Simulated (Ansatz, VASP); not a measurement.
# Sn in VASP and in Ansatz

```xyz
1
Lattice="-1.8947 1.8947 1.6815 1.8947 -1.8947 1.6815 1.8947 1.8947 -1.6815" Properties=species:S:1:pos:R:3 pbc="T T T"
Sn    0.0000    0.0000    0.0000
```

Change from the starting cell: strain -0.1125 x Voigt [0, 0, 1, 0, 0, 0], atoms carried along.

Alike in both runs: task single point; functional PBEsol; dispersion D3(BJ); k mesh 18 × 18 × 18; occupations gaussian, width 0.15 eV; no spin polarisation.

|  | VASP | Ansatz |
| --- | --- | --- |
| version | VASP 6.6.1 | Ansatz 0.2.0 |
| potentials or method | VASP PAW PBE potentials, release 64 (Sn_d), cutoff 520 eV | scalar-relativistic, plane waves, PAW |
| valence electrons in the cell | 14 | 14 |

|  | VASP | Ansatz | Ansatz less VASP |
| --- | --- | --- | --- |
| gap on the k mesh at the Fermi level (eV) | none | none | - |
| pressure (GPa) | 2.6 | 2.6 | +0.01 |
| traceless stress, the component that is largest in VASP (GPa) | 0.06 | 0.06 | +0.004 |

VASP's potentials were made for PBE, not for PBEsol. A gap of «none» marks a metal or a gap that the smearing closes.
